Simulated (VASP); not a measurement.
Input of a VASP 6.6.1 run:

Contents of INCAR:

```
SYSTEM = CdS
PREC = Accurate ; ENCUT = 500
EDIFF = 1E-6 ; ISMEAR = 0
SIGMA = 0.01 ; LREAL = .FALSE.
LASPH = .TRUE. ; NELM = 120
ALGO = Normal ; ISIF = 2
LWAVE = .FALSE. ; LCHARG = .FALSE.
GGA = PE ; NBANDS = 16
GGA_COMPAT = .FALSE.
```

KPOINTS

```
regular mesh
0
G
  12 12 12
  0 0 0
```

File POSCAR:

```
CdS
1.0
    0.0000000000      2.7532440000      2.7532440000
    2.7532440000      0.0000000000      2.7532440000
    2.7532440000      2.7532440000      0.0000000000
Cd S
1 1
Direct
    0.0000000000      0.0000000000      0.0000000000
    0.5000000000      0.5000000000      0.5000000000
```

Potentials or basis: VASP PAW PBE potentials, release 64 (Cd, S).

Launch:

```bash
$ cat potpaw_PBE.64/Cd/POTCAR potpaw_PBE.64/S/POTCAR > POTCAR
$ mpirun -np 1 vasp_std > vasp.out
```

(1) Predict the band gap on the k mesh.

(2) What does it give for the pressure?

Results:

(1) 0.25 eV, indirect (least direct gap 1.53 eV).

(2) -0.1 GPa.
